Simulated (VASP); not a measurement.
The system is SnTe3.

```
Sn Te
1.0
     0.00000    3.86122    3.86122
     3.86122    0.00000    3.86122
     3.86122    3.86122    0.00000
Sn Te
1 3
Direct
  0.00000 0.00000 0.00000
  0.25000 0.25000 0.25000
  0.75000 0.75000 0.75000
  0.50000 0.50000 0.50000
```

Program: VASP 6.6.1. Alike in all runs: task single point; no spin polarisation; cell as given; k mesh 4 × 4 × 4; cutoff (eV) 520; smearing fermi-dirac 0.05 eV.

Q: Order these runs on this cell by their pressure, lowest first.
A. level BLYP; potentials or basis VASP PAW PBE potentials, release 64 (Sn_d, Te)
B. level r2SCAN; potentials or basis VASP PAW PBE potentials, release 64 (Sn_d, Te)
C. level LDA; potentials or basis VASP PAW LDA potentials, release 64 (Sn_d, Te)

A: C (-3.5 GPa), B (0.4 GPa), A (5.9 GPa).

Caveats: the PAW data sets were made with another functional, which shifts forces and pressure a little (some runs).
